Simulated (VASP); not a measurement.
# CdSe (P1) in VASP: single point with PBEsol

Aim: the single point of CdSe with PBEsol.

Everything below comes from runs of VASP 6.6.1. Logs are shortened: lines on timing, memory, paths and dates and some standing lists are left out, and cuts for length are marked.

## (1) The cell of the first run

The typed cell holds 8 atoms: a = 8.603 Å, b = 4.304 Å, c = 7.021 Å, α = 90.00°, β = 90.00°, γ = 120.03°.

## (2) Single point, PBEsol

Contents of INCAR:

```
ALGO = Normal ; EDIFF = 1E-6
ENCUT = 500 ; GGA = PS
GGA_COMPAT = F ; ISIF = 2
ISMEAR = -1 ; LASPH = T
LCHARG = F ; LREAL = F
LWAVE = F ; NBANDS = 46
NELM = 120 ; PREC = Accurate
SIGMA = 0.05
```

Contents of KPOINTS:

```
k-points
0
Gamma
  6 6 4
```

Contents of POSCAR:

```
CdSe
1.0
    8.6028868748     -0.0036468477     -0.0001918623
   -2.1522365302      3.7275699584      0.0000104827
   -0.0002032005     -0.0001041299      7.0207310234
Cd Se
4 4
Direct
    0.3319936102      0.3269106171      0.5015640298
    0.1650188962      0.6601694724      1.0015944144
    0.8319762484      0.3268647934      0.5015862158
    0.6649990386      0.6606404677      1.0015545174
    0.3315486786      0.3267424464      0.8772948212
    0.1654212659      0.6603176748      0.3773189049
    0.8315651366      0.3271590432      0.8773108892
    0.6654312426      0.6603456079      0.3772893331
```

Potentials or basis: VASP PAW PBE potentials, release 64 (Cd, Se).

Run with:

```console
> cat potpaw_PBE.64/Cd/POTCAR potpaw_PBE.64/Se/POTCAR > POTCAR
> mpirun -np 1 vasp_std > vasp.out
```

OUTCAR:

```text
EDIFF = 1E-6
   ENCUT = 500
   GGA = PS
   ISIF = 2
   ISMEAR = -1
   LASPH = T
   LREAL = F
   NELM = 120
   PREC = Accurate

 ion  position               nearest neighbor table
   1  0.332  0.327  0.502-   8 2.63   6 2.63   6 2.63   5 2.64
   2  0.165  0.660  0.002-   7 2.63   5 2.63   5 2.63   6 2.64
   3  0.832  0.327  0.502-   6 2.63   8 2.63   8 2.63   7 2.64
   4  0.665  0.661  0.002-   5 2.63   7 2.63   7 2.63   8 2.64
   5  0.332  0.327  0.877-   4 2.63   2 2.63   2 2.63   1 2.64
   6  0.165  0.660  0.377-   3 2.63   1 2.63   1 2.63   2 2.64
   7  0.832  0.327  0.877-   2 2.63   4 2.63   4 2.63   3 2.64
   8  0.665  0.660  0.377-   1 2.63   3 2.63   3 2.63   4 2.64

  LATTYP: Found a triclinic cell.
 ALAT       =     8.2351271072
 B/A-ratio  =     1.2428940211
 C/A-ratio  =     0.5226742088
 COS(alpha) =     0.0000458194
 COS(beta)  =     0.5226707449
 COS(gamma) =     0.5847652515

  Lattice vectors:

 A1 = (  -2.1520333297,   3.7276740883,  -7.0207205407)
 A2 = (  -6.4504471441,  -3.7238189808,  -7.0205496438)
 A3 = (  -2.1522365302,   3.7275699584,   0.0000104827)

Analysis of symmetry for initial positions (statically):
=====================================================================
 Subroutine PRICEL returns:
 Original cell was already a primitive cell.

 Routine SETGRP: Setting up the symmetry group for a
 triclinic supercell.

 Subroutine GETGRP returns: Found  1 space group operations
 (whereof  1 operations were pure point group operations)
 out of a pool of  2 trial point group operations.

The static configuration has the point symmetry C_1 .

Analysis of symmetry for dynamics (positions and initial velocities):
=====================================================================
 Subroutine PRICEL returns:
 Original cell was already a primitive cell.

 Routine SETGRP: Setting up the symmetry group for a
 triclinic supercell.

 Subroutine GETGRP returns: Found  1 space group operations
 (whereof  1 operations were pure point group operations)
 out of a pool of  2 trial point group operations.

The dynamic configuration has the point symmetry C_1 .

 Subroutine INISYM returns: Found  1 space group operations
 (whereof  1 operations are pure point group operations),
 and found     1 'primitive' translations

----------------------------------------------------------------------------------------

                                     Primitive cell

  volume of cell :     225.0847

  direct lattice vectors                    reciprocal lattice vectors
     8.602886875 -0.003646848 -0.000191862     0.116268508  0.067131491  0.000004361
    -2.152236530  3.727569958  0.000010483     0.000113751  0.268336967  0.000003983
    -0.000203200 -0.000104130  7.020731023     0.000003177  0.000001434  0.142435310

  length of vectors
     8.602887650  4.304288545  7.020731027     0.134257227  0.268336992  0.142435310

  position of ions in fractional coordinates (direct lattice)
     0.331993610  0.326910617  0.501564030
     0.165018896  0.660169472  0.001594414
     0.831976248  0.326864793  0.501586216
     0.664999039  0.660640468  0.001554517
     0.331548679  0.326742446  0.877294821
     0.165421266  0.660317675  0.377318905
     0.831565137  0.327159043  0.877310889
     0.665431243  0.660345608  0.377289333

  ion indices of the primitive-cell ions
   primitive index   ion index
                 1           1
                 2           2
                 3           3
                 4           4
                 5           5
                 6           6
                 7           7
                 8           8

----------------------------------------------------------------------------------------

 KPOINTS: k-points

Automatic generation of k-mesh.
 Grid dimensions read from file:
 generate k-points for:    6    6    4

 Generating k-lattice:

  Cartesian coordinates                     Fractional coordinates (reciprocal lattice)
     0.019378085  0.011188582  0.000000727     0.166666667 -0.000000000  0.000000000
     0.000018958  0.044722828  0.000000664    -0.000000000  0.166666667 -0.000000000
     0.000000794  0.000000358  0.035608828    -0.000000000 -0.000000000  0.250000000

  Length of vectors
     0.022376205  0.044722832  0.035608828

  Shift w.r.t. Gamma in fractional coordinates (k-lattice)
     0.000000000  0.000000000  0.000000000

 Subroutine IBZKPT returns following result:
 ===========================================

 Found     76 irreducible k-points:

 Following reciprocal coordinates:
            Coordinates               Weight
  0.000000  0.000000  0.000000      1.000000
  0.166667  0.000000 -0.000000      2.000000
  0.333333 -0.000000 -0.000000      2.000000
  0.500000  0.000000 -0.000000      1.000000
 -0.000000  0.166667  0.000000      2.000000
  0.166667  0.166667  0.000000      2.000000
[... 16 lines left out ...]
  0.333333  0.000000  0.250000      2.000000
  0.500000  0.000000  0.250000      2.000000
 [... further k-points ...]
   k-points           NKPTS =     76   k-points in BZ     NKDIM =     76   number of bands    NBANDS=     46
   number of dos      NEDOS =    301   number of ions     NIONS =      8
   total plane-waves  NPLWV = 110592
   dimension x,y,z NGX =    64 NGY =   32 NGZ =   54
   dimension x,y,z NGXF=   128 NGYF=   64 NGZF=  108
   ions per type =               4   4
   NGX,Y,Z   is equivalent  to a cutoff of  12.37, 12.36, 12.79 a.u.
   NGXF,Y,Z  is equivalent  to a cutoff of  24.74, 24.72, 25.57 a.u.
 SYSTEM =  unknown system
   PREC   = accura    normal or accurate (medium, high low for compatibility)
   ISTART =      0    job   : 0-new  1-cont  2-samecut
   ICHARG =      2    charge: 1-file 2-atom 10-const
   ISPIN  =      1    spin polarized calculation?
   LNONCOLLINEAR =      F non collinear calculations
   LSORBIT =      F    spin-orbit coupling
   LASPH  =      T    aspherical Exc in radial PAW
   ENCUT  =  500.0 eV  36.75 Ry    6.06 a.u.  15.69  7.85 12.80*2*pi/ulx,y,z
   NELM   =    120;   NELMIN=  2; NELMDL= -5     # of ELM steps
   EDIFF  = 0.1E-05   stopping-criterion for ELM
   LREAL  =      F    real-space projection
   EDIFFG = 0.1E-04   stopping-criterion for IOM
   NSW    =      0    number of steps for IOM
   IBRION =     -1    ionic relax: 0-MD 1-quasi-New 2-CG
   NFREE  =      0    steps in history (QN), initial steepest desc. (CG)
   ISIF   =      2    stress and relaxation
   ISYM   =      2    0-nonsym 1-usesym 2-fastsym
   POTIM  = 0.5000    time-step for ionic-motion
   TEBEG  =    0.0;   TEEND  =   0.0 temperature during run
   PSTRESS=    0.0 pullay stress
   NELECT =      72.0000    total number of electrons
   NUPDOWN=      -1.0000    fix difference up-down
   EMIN   =  10.00;   EMAX   =-10.00  energy-range for DOS
   EFERMI =   0.00;   METHOD = LEGACY
   ISMEAR =    -1;   SIGMA  =   0.05  broadening in eV -4-tet -1-fermi 0-gaus
   EFERMI_NEDOS =   21; number of points for ismear=-14 and -15
   IALGO  =     38    algorithm
   IMIX   =      4    mixing-type and parameters
     AMIX     =   0.40;   BMIX     =  1.00
     AMIX_MAG =   1.60;   BMIX_MAG =  1.00
  volume/ion in A,a.u.               =      28.14       189.87
  Fermi-wavevector in a.u.,A,eV,Ry     =   1.119619  2.115773 17.055543  1.253547
  Thomas-Fermi vector in A             =   2.256260
   LORBIT       =      0    0 simple, 1 ext, 2 COOP (PROOUT), +10 PAW based schemes
   GGA     = PS    functional components
   LHFCALC =     F    Hartree Fock is set to
   AEXX    =    0.0000 exact exchange contribution
   IVDW    =     0    specifies the selected vdW correction
   LEPSILON=     F    determine dielectric tensor
   LRPA    =     F    only Hartree local field effects (RPA)
 non-spin polarized calculation
  energy-cutoff  :      500.00
  volume of cell :      225.08
 maximum number of plane-waves:      5740
   NGX = 31   NGY = 15   NGZ = 25

 number of electron      72.0000004 magnetization

 Free energy of the ion-electron system (eV)
  ---------------------------------------------------
  ext. energy  EPLUGINS =         0.00000000
  ---------------------------------------------------
  free energy    TOTEN  =       -24.70040245 eV

  energy without entropy =      -24.70031605  energy(sigma->0) =      -24.70035925

 E-fermi :   1.1203     XC(G=0):  -9.0900

 val. band max:        0.8163058310   @ k =   0.0000   0.0000   0.0000
 cond. band min:       1.3553416035   @ k =   0.0000   0.0000   0.0000
 fundamental gap:      0.5390357725
 Fermi energy:         1.1203129341

 k-point     1 :       0.0000    0.0000    0.0000
  band No.  band energies     occupation
      1     -11.8149      2.00000
      2     -11.4365      2.00000
      3     -11.4297      2.00000
      4     -11.3134      2.00000
      5      -7.0910      2.00000
      6      -7.0843      2.00000
[... 38 lines left out ...]
     45       6.8800      0.00000
     46       7.1840      0.00000

 k-point     2 :       0.1667    0.0000   -0.0000
  band No.  band energies     occupation
      1     -11.7927      2.00000
      2     -11.4689      2.00000
      3     -11.4193      2.00000
      4     -11.3146      2.00000
      5      -7.0850      2.00000
      6      -7.0759      2.00000
[... 38 lines left out ...]
     45       6.9866      0.00000
     46       7.2027      0.00000

 k-point     3 :       0.3333   -0.0000   -0.0000
  band No.  band energies     occupation
      1     -11.7307      2.00000
      2     -11.5469      2.00000
      3     -11.3920      2.00000
      4     -11.3283      2.00000
      5      -7.0651      2.00000
      6      -7.0549      2.00000
[... 1018 lines left out ...]
     45       7.0275      0.00000
     46       7.1099      0.00000

 k-point    24 :       0.5000    0.0000    0.2500
  band No.  band energies     occupation
      1     -11.5986      2.00000
      2     -11.5985      2.00000
      3     -11.3967      2.00000
      4     -11.3966      2.00000
      5      -7.0290      2.00000
      6      -7.0289      2.00000
[... 38 lines left out ...]
     45       7.3630      0.00000
     46       7.3643      0.00000

 [... further k-points ...]

------------------------ aborting loop because EDIFF is reached ----------------------------------------

  FORCE on cell =-STRESS in cart. coord.  units (eV):
  Direction    XX          YY          ZZ          XY          YZ          ZX
  --------------------------------------------------------------------------------------
  -------------------------------------------------------------------------------------
  Total        0.4650061      0.4639491      0.4716910     -0.0020383      0.0003597      0.0010688
  in kB        3.3099631      3.3024397      3.3575473     -0.0145085      0.0025601      0.0076079
  external PRESSURE =       3.3233167 kB  Pullay stress =       0.0000000 kB

 VOLUME and BASIS-vectors are now :
 -----------------------------------------------------------------------------
  energy-cutoff  :      500.00
  volume of cell :      225.08
      direct lattice vectors                 reciprocal lattice vectors
     8.602886875 -0.003646848 -0.000191862     0.116268508  0.067131491  0.000004361
    -2.152236530  3.727569958  0.000010483     0.000113751  0.268336967  0.000003983
    -0.000203200 -0.000104130  7.020731023     0.000003177  0.000001434  0.142435310

 POSITION                                       TOTAL-FORCE (eV/Angst)
 -----------------------------------------------------------------------------------
      2.15241      1.21732      3.52129        -0.000198     -0.000015      0.000911
     -0.00120      2.46023      0.01117         0.000076      0.000129      0.001170
      6.45381      1.21533      3.52135        -0.000497      0.000414      0.000770
      4.29906      2.46016      0.01079         0.000857     -0.000738      0.001379
      2.14887      1.21665      6.15919         0.000312      0.000067     -0.000936
      0.00186      2.46074      2.64903        -0.000516      0.000455     -0.001258
      6.44956      1.21638      6.15921         0.000519     -0.000598     -0.001109
      4.30333      2.45902      2.64873        -0.000553      0.000286     -0.000926
 -----------------------------------------------------------------------------------
    total drift:                                0.000227     -0.000623     -0.000215

  FREE ENERGIE OF THE ION-ELECTRON SYSTEM (eV)
  ---------------------------------------------------
  free  energy   TOTEN  =       -24.7004024544 eV

  energy  without entropy=      -24.7003160506  energy(sigma->0) =      -24.70035925
```

Wall time 23 min (1 thread of Intel Xeon 8259CL, shared host); peak memory 0.71 GiB.

What came out:

```
Free energy            : -24.7004 eV
Pressure               : 0.3 GPa
Band gap on the k mesh : 0.54 eV
```

Caveat: the PAW data sets were made with another functional, which shifts forces and pressure a little.
